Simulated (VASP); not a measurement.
Here is a VASP 6.6.1 calculation.

Contents of INCAR:

```
PREC     = Accurate       # precision mode
ENCUT    = 520            # plane-wave cutoff, eV
EDIFF    = 1E-6           # SCF threshold, eV
ISMEAR   = 1              # smearing method
SIGMA    = 0.02           # smearing width, eV
LREAL    = F              # projectors in reciprocal space
LASPH    = T              # aspherical terms in the spheres
NELM     = 150            # most SCF steps
ALGO     = Normal         # electronic algorithm
ISIF     = 2              # what is computed and relaxed
LWAVE    = F              # write WAVECAR
LCHARG   = F              # write CHGCAR
ISPIN    = 2              # spin polarisation
MAGMOM   = 2.8 2.8 2.8 0  # initial moments
LORBIT   = 11             # projections on sites
LMAXMIX  = 4              # l up to which the mixer works
GGA      = B5             # functional
ALDAX    = 1.0          
AGGAX    = 1.0          
AGGAC    = 1.0          
ALDAC    = 0.0          
IVDW     = 12             # dispersion correction
VDW_S6   = 1.0          
VDW_S8   = 2.6996       
VDW_A1   = 0.4298       
VDW_A2   = 4.2359       
NBANDS   = 34             # bands
```

KPOINTS

```
Automatic mesh
0
Gamma
  10 10 10
```

POSCAR

```
Mn3Si
1.0
    0.0000000000      2.7939014070      2.7939014070
    2.7939014070      0.0000000000      2.7939014070
    2.7939014070      2.7939014070      0.0000000000
Mn Si
3 1
Direct
    0.5000000000      0.5000000000      0.5000000000
    0.2500000000      0.2500000000      0.2500000000
    0.7500000000      0.7500000000      0.7500000000
    0.0000000000      0.0000000000      0.0000000000
```

Potentials or basis: VASP PAW PBE potentials, release 64 (Mn_pv, Si).

Run with:

```bash
$ cat potpaw_PBE.64/Mn_pv/POTCAR potpaw_PBE.64/Si/POTCAR > POTCAR
$ mpirun -np 1 vasp_std > vasp.out
```

(1) What does it give for the net moment?

(2) What does it give for the dispersion energy per atom?

Answers

(1) 2.34 μB per cell.

(2) -0.961 eV.
